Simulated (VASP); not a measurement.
Set up this calculation in VASP 6.6.1, as the native input.

- Task: single point
- Functional: PBE
- Potentials or basis: VASP PAW PBE potentials, release 64 (O, Zn)
- Cutoff: 520 eV
- k mesh: 2 × 2 × 2, shifted
- Occupations: gaussian, width 0.01 eV
- Spin: no spin polarisation
- Dipole correction: no
- Further INCAR settings: LREAL = Auto; ALGO = Normal; EDIFF = 1e-06; NBANDS = 243

The structure of Zn23O25 (a cell with a defect) lies in POSCAR:

```
Zn23O25
1.0
    3.2793874435     -5.6800656700      5.2931776219
    3.2793874436      5.6800656699      5.2931776219
   -6.5587748871      0.0000000001      5.2931776219
O Zn
25 23
Direct
    0.6334577520      0.3001244186      0.4667910853
    0.8331375142      0.4998041808      0.6664708475
    0.1220661582      0.7887328249      0.9553994915
    0.4641334289      0.6279670670      0.7948531137
    0.9613004004      0.6281864471      0.2974667623
    0.2935577916      0.4578232172      0.1301084607
    0.6266970693      0.7935971325      0.4583576276
    0.9615197804      0.1308000956      0.7946337337
    0.2967751274      0.9602244583      0.6244898839
    0.6250242943      0.2933637359      0.9602637992
    0.7911565506      0.9634417941      0.1268911249
    0.1269304659      0.2916909610      0.4600304026
    0.4529424171      0.1196090838      0.2862757504
    0.4647807910      0.2913593622      0.6176123221
    0.7920395886      0.6286739252      0.9769221778
    0.1435888445      0.4587062553      0.7953405919
    0.6246926955      0.4509456554      0.2981141243
    0.9610873720      0.2940318409      0.1272424509
    0.2939091176      0.6277540386      0.4606985076
    0.6273651742      0.9605757843      0.7944207053
    0.9620072585      0.8102555112      0.6253729219
    0.2948392680      0.1239933331      0.9537730466
    0.4573266664      0.7871063799      0.1281726013
    0.7842789887      0.1314474576      0.4580260289
    0.1204397132      0.9615059347      0.2906599997
   -0.0108133978      0.6558532689      0.8225199355
    0.3428598259      0.5039255196      0.6653626490
    0.8372588529      0.4986959823      0.1761931592
    0.1696980573      0.3309939276      0.0006322028
    0.5005883332      0.6651957388      0.3363704078
    0.8320293156      0.0095264926      0.6705921863
    0.1672988694      0.8363647240      0.4976605942
    0.5030370745      0.1672549999      0.8318624055
    0.6643272609      0.8339655361      0.0030313906
   -0.0014709278      0.1697037412      0.3339216665
    0.3275632667     -0.0057700666      0.1608966000
    0.3338047441      0.1638275692      0.4937267463
    0.6695290776      0.5018522447      0.8392236484
    0.0058903151      0.3361957442      0.6685189114
    0.4971609026      0.3270600796      0.1671380775
    0.8337780693      0.1693590672      0.0004593523
    0.1671260190      0.5004447360      0.3360257338
    0.5026924005      0.8337926857      0.6671114026
    0.8351855780      0.6725569818      0.5028624109
    0.1647243294     -0.0052891797      0.8300535717
    0.3280441537      0.6633869051     -0.0019423373
    0.6603934130      0.0004714108      0.3304942359
   -0.0032797616      0.8313909960      0.1613774870
```

The input as run:

INCAR

```
PREC = Accurate
ENCUT = 520
EDIFF = 1E-6
ISMEAR = 0
SIGMA = 0.01
LREAL = Auto
LASPH = T
NELM = 60
ALGO = Normal
ISIF = 2
LWAVE = F
LCHARG = F
GGA = PE
NBANDS = 243
```

KPOINTS

```
Automatic mesh
0
Gamma
  2 2 2
  0.5 0.5 0.5
```

Potentials or basis: VASP PAW PBE potentials, release 64 (O, Zn).

Launch:

```bash
$ cat potpaw_PBE.64/O/POTCAR potpaw_PBE.64/Zn/POTCAR > POTCAR
$ mpirun -np 1 vasp_std > vasp.out
```

It gave:

- Pressure: 0.9 GPa
- Largest force: 0.032 eV/Å
- Band gap on the k mesh: 1.42 eV

Run time: 18 min on 1 thread of Oxide Virtual Turin-like Processor, with other jobs on the host, peak memory 0.62 GiB.
